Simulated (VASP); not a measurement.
# ZnCu (P4/mmm) in VASP: a series of runs

ZnCu is run at these levels: PBEsol; tasks: single point.

Program: VASP 6.6.1. These are calculated values, not measurements. Logs are shortened: lines on timing, memory, paths and dates and some standing lists are left out, and cuts for length are marked.

**1. The cell of the first run**

The structure is tetragonal, space group P4/mmm (No. 123). Conventional cell: a = 2.945 Å, b = 2.945 Å, c = 2.989 Å, α = 90.00°, β = 90.00°, γ = 90.00°. Zn (site symmetry 4/mmm) has 8 Cu at 2.56 Å and 6 Zn at 2.94 to 2.99 Å within 3.4 Å. Within 3.4 Å of Cu (site symmetry 4/mmm) lie 8 Zn at 2.56 Å and 6 Cu at 2.94 to 2.99 Å.

**2. Single point, PBEsol (strain +0.000 along x and y, +0.015 along z)**

File INCAR:

```
SYSTEM = ZnCu
  PREC = Accurate
  ENCUT = 520
  EDIFF = 1E-7
  ISMEAR = 0
  SIGMA = 0.15
  LREAL = .False.
  LASPH = .True.
  NELM = 60
  ALGO = Fast
  ISIF = 2
  LWAVE = .False.
  LCHARG = .False.
  GGA = PS
  NBANDS = 18
```

File KPOINTS:

```
regular mesh
0
Gamma
  16 16 16
  0 0 0
```

File POSCAR:

```
ZnCu
1.0
    2.9450000000      0.0000000000      0.0000000000
    0.0000000000      2.9450000000      0.0000000000
    0.0000000000      0.0000000000      2.9891750000
Zn Cu
1 1
Direct
    0.5000000000      0.5000000000      0.5000000000
    0.0000000000      0.0000000000      0.0000000000
```

Potentials or basis: VASP PAW PBE potentials, release 64 (Zn, Cu).

The run is started by

```bash
> cat potpaw_PBE.64/Zn/POTCAR potpaw_PBE.64/Cu/POTCAR > POTCAR
> mpirun -np 1 vasp_std > vasp.out
```

OUTCAR:

```text
SYSTEM = ZnCu
   PREC = Accurate
   ENCUT = 520
   EDIFF = 1E-7
   ISMEAR = 0
   LREAL = .False.
   LASPH = .True.
   NELM = 60
   ISIF = 2
   GGA = PS

 ion  position               nearest neighbor table
   1  0.500  0.500  0.500-   2 2.56   2 2.56   2 2.56   2 2.56   2 2.56   2 2.56   2 2.56   2 2.56

   2  0.000  0.000  0.000-   1 2.56   1 2.56   1 2.56   1 2.56   1 2.56   1 2.56   1 2.56   1 2.56

  LATTYP: Found a simple tetragonal cell.
 ALAT       =     2.9450000000
 C/A-ratio  =     1.0150000000

  Lattice vectors:

 A1 = (   2.9450000000,   0.0000000000,   0.0000000000)
 A2 = (   0.0000000000,   2.9450000000,   0.0000000000)
 A3 = (   0.0000000000,   0.0000000000,   2.9891750000)

Analysis of symmetry for initial positions (statically):
=====================================================================
 Subroutine PRICEL returns:
 Original cell was already a primitive cell.

 Routine SETGRP: Setting up the symmetry group for a
 simple tetragonal supercell.

 Subroutine GETGRP returns: Found 16 space group operations
 (whereof 16 operations were pure point group operations)
 out of a pool of 16 trial point group operations.

The static configuration has the point symmetry D_4h.

Analysis of symmetry for dynamics (positions and initial velocities):
=====================================================================
 Subroutine PRICEL returns:
 Original cell was already a primitive cell.

 Routine SETGRP: Setting up the symmetry group for a
 simple tetragonal supercell.

 Subroutine GETGRP returns: Found 16 space group operations
 (whereof 16 operations were pure point group operations)
 out of a pool of 16 trial point group operations.

The dynamic configuration has the point symmetry D_4h.

 Subroutine INISYM returns: Found 16 space group operations
 (whereof 16 operations are pure point group operations),
 and found     1 'primitive' translations

----------------------------------------------------------------------------------------

                                     Primitive cell

  volume of cell :      25.9252

  direct lattice vectors                    reciprocal lattice vectors
     2.945000000  0.000000000  0.000000000     0.339558574  0.000000000  0.000000000
     0.000000000  2.945000000  0.000000000     0.000000000  0.339558574  0.000000000
     0.000000000  0.000000000  2.989175000     0.000000000  0.000000000  0.334540467

  length of vectors
     2.945000000  2.945000000  2.989175000     0.339558574  0.339558574  0.334540467

  position of ions in fractional coordinates (direct lattice)
     0.500000000  0.500000000  0.500000000
     0.000000000  0.000000000  0.000000000

  ion indices of the primitive-cell ions
   primitive index   ion index
                 1           1
                 2           2

----------------------------------------------------------------------------------------

 KPOINTS: regular mesh

Automatic generation of k-mesh.
 Grid dimensions read from file:
 generate k-points for:   16   16   16

 Generating k-lattice:

  Cartesian coordinates                     Fractional coordinates (reciprocal lattice)
     0.021222411  0.000000000  0.000000000     0.062500000  0.000000000  0.000000000
     0.000000000  0.021222411  0.000000000     0.000000000  0.062500000  0.000000000
     0.000000000  0.000000000  0.020908779     0.000000000  0.000000000  0.062500000

  Length of vectors
     0.021222411  0.021222411  0.020908779

  Shift w.r.t. Gamma in fractional coordinates (k-lattice)
     0.000000000  0.000000000  0.000000000

 Subroutine IBZKPT returns following result:
 ===========================================

 Found    405 irreducible k-points:

 Following reciprocal coordinates:
            Coordinates               Weight
  0.000000  0.000000  0.000000      1.000000
  0.062500  0.000000  0.000000      4.000000
  0.125000  0.000000  0.000000      4.000000
  0.187500  0.000000  0.000000      4.000000
  0.250000  0.000000  0.000000      4.000000
  0.312500  0.000000  0.000000      4.000000
[... 16 lines left out ...]
  0.437500  0.125000  0.000000      8.000000
  0.500000  0.125000  0.000000      4.000000
 [... further k-points ...]
   k-points           NKPTS =    405   k-points in BZ     NKDIM =    405   number of bands    NBANDS=     18
   number of dos      NEDOS =    301   number of ions     NIONS =      2
   total plane-waves  NPLWV =  13824
   dimension x,y,z NGX =    24 NGY =   24 NGZ =   24
   dimension x,y,z NGXF=    48 NGYF=   48 NGZF=   48
   ions per type =               1   1
   NGX,Y,Z   is equivalent  to a cutoff of  13.55, 13.55, 13.35 a.u.
   NGXF,Y,Z  is equivalent  to a cutoff of  27.10, 27.10, 26.70 a.u.
 SYSTEM =  ZnCu
   PREC   = accura    normal or accurate (medium, high low for compatibility)
   ISTART =      0    job   : 0-new  1-cont  2-samecut
   ICHARG =      2    charge: 1-file 2-atom 10-const
   ISPIN  =      1    spin polarized calculation?
   LNONCOLLINEAR =      F non collinear calculations
   LSORBIT =      F    spin-orbit coupling
   LASPH  =      T    aspherical Exc in radial PAW
   ENCUT  =  520.0 eV  38.22 Ry    6.18 a.u.   5.48  5.48  5.56*2*pi/ulx,y,z
   NELM   =     60;   NELMIN=  2; NELMDL= -5     # of ELM steps
   EDIFF  = 0.1E-06   stopping-criterion for ELM
   LREAL  =      F    real-space projection
   EDIFFG = 0.1E-05   stopping-criterion for IOM
   NSW    =      0    number of steps for IOM
   IBRION =     -1    ionic relax: 0-MD 1-quasi-New 2-CG
   NFREE  =      0    steps in history (QN), initial steepest desc. (CG)
   ISIF   =      2    stress and relaxation
   ISYM   =      2    0-nonsym 1-usesym 2-fastsym
   POTIM  = 0.5000    time-step for ionic-motion
   TEBEG  =    0.0;   TEEND  =   0.0 temperature during run
   PSTRESS=    0.0 pullay stress
   NELECT =      23.0000    total number of electrons
   NUPDOWN=      -1.0000    fix difference up-down
   EMIN   =  10.00;   EMAX   =-10.00  energy-range for DOS
   EFERMI =   0.00;   METHOD = LEGACY
   ISMEAR =     0;   SIGMA  =   0.15  broadening in eV -4-tet -1-fermi 0-gaus
   EFERMI_NEDOS =   21; number of points for ismear=-14 and -15
   IALGO  =     68    algorithm
   IMIX   =      4    mixing-type and parameters
     AMIX     =   0.40;   BMIX     =  1.00
     AMIX_MAG =   1.60;   BMIX_MAG =  1.00
  volume/ion in A,a.u.               =      12.96        87.48
  Fermi-wavevector in a.u.,A,eV,Ry     =   1.573053  2.972640 33.667575  2.474497
  Thomas-Fermi vector in A             =   2.674395
   LORBIT       =      0    0 simple, 1 ext, 2 COOP (PROOUT), +10 PAW based schemes
   GGA     = PS    functional components
   LHFCALC =     F    Hartree Fock is set to
   AEXX    =    0.0000 exact exchange contribution
   IVDW    =     0    specifies the selected vdW correction
   LEPSILON=     F    determine dielectric tensor
   LRPA    =     F    only Hartree local field effects (RPA)
 non-spin polarized calculation
 RMM-DIIS sequential band-by-band and
 Gauss-broadening in eV      SIGMA  =   0.15
  energy-cutoff  :      520.00
  volume of cell :       25.93
 maximum number of plane-waves:       739
 NGX is ok and might be reduce to    24
   NGX = 11   NGY = 11   NGZ = 11

 number of electron      23.0000010 magnetization

 Free energy of the ion-electron system (eV)
  ---------------------------------------------------
  ext. energy  EPLUGINS =         0.00000000
  ---------------------------------------------------
  free energy    TOTEN  =        -6.07499883 eV

  energy without entropy =       -6.06833434  energy(sigma->0) =       -6.07166659

 E-fermi :   5.2046     XC(G=0): -12.4820

 val. band max:        5.1931546971   @ k =   0.4375   0.3125   0.4375
 cond. band min:       5.2051490819   @ k =   0.3750   0.3125   0.1250
 fundamental gap:      0.0119943848
 Fermi energy:         5.2045875646

 k-point     1 :       0.0000    0.0000    0.0000
  band No.  band energies     occupation
      1      -5.0279      2.00000
      2      -2.5515      2.00000
      3      -2.5440      2.00000
      4      -1.8793      2.00000
      5      -1.8793      2.00000
      6      -1.8606      2.00000
[... 10 lines left out ...]
     17      17.3091      0.00000
     18      28.4812      0.00000

 k-point     2 :       0.0625    0.0000    0.0000
  band No.  band energies     occupation
      1      -4.9571      2.00000
      2      -2.5398      2.00000
      3      -2.5322      2.00000
      4      -1.8859      2.00000
      5      -1.8762      2.00000
      6      -1.8671      2.00000
[... 10 lines left out ...]
     17      17.8760      0.00000
     18      27.6767      0.00000

 k-point     3 :       0.1250    0.0000    0.0000
  band No.  band energies     occupation
      1      -4.7464      2.00000
      2      -2.5150      2.00000
      3      -2.4888      2.00000
      4      -1.9047      2.00000
      5      -1.8855      2.00000
      6      -1.8672      2.00000
[... 10 lines left out ...]
     17      19.6043      0.00000
     18      26.1659      0.00000

 k-point     4 :       0.1875    0.0000    0.0000
  band No.  band energies     occupation
      1      -4.4019      2.00000
      2      -2.4795      2.00000
      3      -2.4168      2.00000
      4      -1.9328      2.00000
      5      -1.9129      2.00000
      6      -1.8537      2.00000
[... 375 lines left out ...]
      4      -2.0388      2.00000
      5      -1.8571      2.00000
      6      -1.5825      2.00000
[... 10 lines left out ...]
     17      19.8002      0.00000
     18      21.1396      0.00000

 k-point    23 :       0.4375    0.1250    0.0000
  band No.  band energies     occupation
      1      -2.5307      2.00000
      2      -2.2919      2.00000
      3      -2.1965      2.00000
      4      -2.0583      2.00000
      5      -1.8531      2.00000
      6      -0.9721      2.00000
[... 10 lines left out ...]
     17      18.4197      0.00000
     18      20.2111      0.00000

 k-point    24 :       0.5000    0.1250    0.0000
  band No.  band energies     occupation
      1      -2.4656      2.00000
      2      -2.2734      2.00000
      3      -2.2168      2.00000
      4      -2.0652      2.00000
      5      -1.8517      2.00000
      6      -0.3946      2.00000
[... 10 lines left out ...]
     17      18.8222      0.00000
     18      19.6592      0.00000

 [... further k-points ...]
[... 5 lines left out ...]
  --------------------------------------------------------------------------------------
  -------------------------------------------------------------------------------------
  Total       -0.9147964     -0.9147964     -0.9126516      0.0000000     -0.0000000      0.0000000
  in kB      -56.5344407    -56.5344407    -56.4018906      0.0000000     -0.0000000      0.0000000
  external PRESSURE =     -56.4902574 kB  Pullay stress =       0.0000000 kB

 VOLUME and BASIS-vectors are now :
 -----------------------------------------------------------------------------
  energy-cutoff  :      520.00
  volume of cell :       25.93
      direct lattice vectors                 reciprocal lattice vectors
     2.945000000  0.000000000  0.000000000     0.339558574  0.000000000  0.000000000
     0.000000000  2.945000000  0.000000000     0.000000000  0.339558574  0.000000000
     0.000000000  0.000000000  2.989175000     0.000000000  0.000000000  0.334540467

 POSITION                                       TOTAL-FORCE (eV/Angst)
 -----------------------------------------------------------------------------------
      1.47250      1.47250      1.49459         0.000000      0.000000      0.000000
      0.00000      0.00000      0.00000         0.000000      0.000000      0.000000
 -----------------------------------------------------------------------------------
    total drift:                                0.000000      0.000000     -0.000000

  FREE ENERGIE OF THE ION-ELECTRON SYSTEM (eV)
  ---------------------------------------------------
  free  energy   TOTEN  =        -6.0749988338 eV

  energy  without entropy=       -6.0683343438  energy(sigma->0) =       -6.07166659
```

Run time: 4.1 min. Hardware: 1 thread of Oxide Virtual Turin-like, shared host; peak memory 0.27 GiB.

Results:

| Property | Result |
| --- | --- |
| Free energy | -6.0750 eV |
| Pressure | -5.6 GPa |
| Band gap on the k mesh | zero (an odd number of electrons rules out a gap without spin polarisation) |

Caveat: the cell differs from its parent crystal (strain +0.000 along x and y, +0.015 along z); the cell stands under tension; the PAW data sets were made with another functional, which shifts forces and pressure a little.

**3. Single point, PBEsol (strain +0.015 along x and y, -0.015 along z)**

INCAR, as its differences from that of step 2:

```diff
@@ -8,3 +8,3 @@
   LASPH = .True.
-  NELM = 60
+  NELM = 100
   ALGO = Fast
```

KPOINTS is that of step 2.

File POSCAR:

```
ZnCu
1.0
    2.9891750000      0.0000000000      0.0000000000
    0.0000000000      2.9891750000      0.0000000000
    0.0000000000      0.0000000000      2.9008250000
Zn Cu
1 1
Direct
    0.5000000000      0.5000000000      0.5000000000
    0.0000000000      0.0000000000      0.0000000000
```

Potentials or basis: VASP PAW PBE potentials, release 64 (Zn, Cu).

The run is started by

```bash
> cat potpaw_PBE.64/Zn/POTCAR potpaw_PBE.64/Cu/POTCAR > POTCAR
> mpirun -np 1 vasp_std > vasp.out
```

Wall time 4.1 min (1 thread of Oxide Virtual Turin-like, shared host); peak memory 0.27 GiB.

The run converged. Its results:

```yaml
Free_energy: -6.0754 eV
Pressure: -5.6 GPa
Band_gap_on_the_k_mesh: zero (an odd number of electrons rules out a gap without spin polarisation)
```

Levels at points of the mesh, in eV from the Fermi level:
| k point | band 10 | band 11 | band 12 | band 13 | band 14 | band 15 |
| --- | --- | --- | --- | --- | --- | --- |
| (0.00, 0.00, 0.00) | -2.68 | -2.68 | 5.81 | 5.81 | 6.86 | 10.91 |
| (0.50, 0.00, 0.00) | -3.16 | -2.75 | -2.04 | 11.15 | 11.77 | 12.11 |
| (0.50, 0.50, 0.00) | -2.49 | -1.98 | -1.98 | 1.51 | 1.83 | 14.27 |
| (0.00, 0.00, 0.50) | -3.26 | -2.79 | -1.85 | 11.46 | 11.46 | 12.05 |
| (0.50, 0.00, 0.50) | -2.44 | -1.81 | -1.75 | 1.79 | 2.16 | 13.50 |
| (0.50, 0.50, 0.50) | -2.41 | 3.74 | 4.21 | 4.30 | 4.35 | 4.35 |

Caveat: the cell differs from its parent crystal (strain +0.015 along x and y, -0.015 along z); the cell stands under tension; the PAW data sets were made with another functional, which shifts forces and pressure a little.

**4. Single point, PBEsol (strain +0.000 along x and y, +0.030 along z)**

File INCAR:

```
SYSTEM = ZnCu
PREC     = Accurate       ! precision mode
ENCUT    = 520            ! plane-wave cutoff, eV
EDIFF    = 1E-6           ! SCF threshold, eV
ISMEAR   = 0              ! smearing method
SIGMA    = 0.15           ! smearing width, eV
LREAL    = .FALSE.        ! projectors in reciprocal space
LASPH    = .TRUE.         ! aspherical terms in the spheres
NELM     = 100            ! most SCF steps
ALGO     = Fast           ! electronic algorithm
ISIF     = 2              ! what is computed and relaxed
LWAVE    = .FALSE.        ! write WAVECAR
LCHARG   = .FALSE.        ! write CHGCAR
GGA      = PS             ! functional
NBANDS   = 18             ! bands
```

File KPOINTS:

```
regular mesh
0
G
  16 16 16
  0 0 0
```

File POSCAR:

```
ZnCu
1.0
    2.9450000000      0.0000000000      0.0000000000
    0.0000000000      2.9450000000      0.0000000000
    0.0000000000      0.0000000000      3.0333500000
Zn Cu
1 1
Direct
    0.5000000000      0.5000000000      0.5000000000
    0.0000000000      0.0000000000      0.0000000000
```

The run is started by

```bash
> cat potpaw_PBE.64/Zn/POTCAR potpaw_PBE.64/Cu/POTCAR > POTCAR
> mpirun -np 1 vasp_std > vasp.out
```

It took 3.4 min on 1 thread of Oxide Virtual Turin-like, shared host; peak memory 0.27 GiB.

The run converged. Its results:

* Free energy: -6.0598 eV
* Pressure: -6.9 GPa
* Band gap on the k mesh: zero (an odd number of electrons rules out a gap without spin polarisation)

Levels at points of the mesh, in eV from the Fermi level:
```tsv
k point	band 9	band 10	band 11	band 12	band 13	band 14	band 15	band 16
(0.00, 0.00, 0.00)	-2.68	-2.68	-2.65	5.44	6.44	6.44	10.59	11.36
(0.50, 0.00, 0.00)	-3.25	-3.16	-2.74	-1.90	10.94	11.52	11.84	12.50
(0.50, 0.50, 0.00)	-2.84	-2.40	-1.68	-1.68	1.82	2.20	13.12	14.77
(0.00, 0.00, 0.50)	-3.15	-3.15	-2.71	-2.09	11.56	11.56	12.23	12.23
(0.50, 0.00, 0.50)	-2.79	-2.45	-1.90	-1.84	1.55	1.89	13.84	15.53
(0.50, 0.50, 0.50)	-2.44	-2.38	3.64	4.23	4.23	4.34	4.34	4.36
```

Caveat: the cell differs from its parent crystal (strain +0.000 along x and y, +0.030 along z); the cell stands under tension; the PAW data sets were made with another functional, which shifts forces and pressure a little.

**5. Summary**

```csv
cell,further INCAR settings,gap on the mesh (eV),pressure (GPa)
"a = 2.945, b = 2.945, c = 2.989 Å, 2 atoms",ALGO = Fast; EDIFF = 1e-07; NBANDS = 18,none,-5.6
"a = 2.989, b = 2.989, c = 2.901 Å, 2 atoms",ALGO = Fast; EDIFF = 1e-07; NBANDS = 18,none,-5.6
"a = 2.945, b = 2.945, c = 3.033 Å, 2 atoms",ALGO = Fast; EDIFF = 1e-06; NBANDS = 18,none,-6.9
```

Alike in all rows: task single point; level PBEsol; potentials or basis VASP PAW PBE potentials, release 64 (Zn, Cu); no spin polarisation; k mesh 16 × 16 × 16; cutoff (eV) 520; smearing gaussian 0.15 eV.

Caveats: the cell stands under tension; the PAW data sets were made with another functional, which shifts forces and pressure a little.

Absolute energies hang on the potentials; compare differences alone.

The gap in the log of VASP goes by the Fermi energy; the results here count the filled bands.